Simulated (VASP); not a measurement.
Write the native input for VASP 6.6.1 that does the following.

* Task: relaxation of cell and atoms
* Functional: LDA
* Potentials or basis: VASP PAW LDA potentials, release 64 (Sn_d, O)
* Cutoff: 600 eV
* k mesh: 10 × 10 × 8
* Occupations: gaussian, width 0.01 eV
* Spin: no spin polarisation
* Dipole correction: no
* Further INCAR settings: ALGO = Normal; EDIFF = 1e-06; IBRION = 2; EDIFFG = -0.005; NSW = 100; ISIF = 3

The structure of SnO lies in POSCAR:

```
SnO
1.0
    3.7986000000      0.0000000000      0.0000000000
    0.0000000000      3.7986000000      0.0000000000
    0.0000000000      0.0000000000      4.8408000000
Sn O
2 2
Direct
    0.5000000000      0.0000000000      0.2369000000
    0.0000000000      0.5000000000      0.7631000000
    0.0000000000      0.0000000000      0.0000000000
    0.5000000000      0.5000000000      0.0000000000
```

The input as run:

INCAR

```
PREC = Accurate ; ENCUT = 600
EDIFF = 1E-6 ; ISMEAR = 0
SIGMA = 0.01 ; LREAL = F
LASPH = T ; NELM = 60
ALGO = Normal ; ISIF = 3
LWAVE = F ; LCHARG = F
IBRION = 2 ; NSW = 100
EDIFFG = -0.005
```

KPOINTS

```
regular mesh
0
Gamma
  10 10 8
```

Potentials or basis: VASP PAW LDA potentials, release 64 (Sn_d, O).

Run with:

```bash
$ cat potpaw_LDA.64/Sn_d/POTCAR potpaw_LDA.64/O/POTCAR > POTCAR
$ mpirun -np 1 vasp_std > vasp.out
```

It gave:

- Relaxed volume: 16.44 Å³/atom
- Relaxed cell: a = 3.768 Å, b = 3.768 Å, c = 4.633 Å, α = 90.00°, β = 90.00°, γ = 90.00°
- Space group after relaxing (to 0.1 Å): P4/nmm (No. 129)
- Energy gained by relaxing: 6.5 meV/atom
- Ionic steps: 19
- Pressure after relaxing: 0.0 GPa
- Band gap on the k mesh: zero (bands 20 and 21 overlap by 0.27 eV)

Caveat: semilocal functionals underestimate gaps, so a narrow gap can read as zero; spin-orbit coupling is left out, which moves the levels of the heavy elements.

It took 15 min on 1 thread of AMD EPYC 9R45 96-Core Processor (Zen 5), on a shared host, peak memory 0.27 GiB.
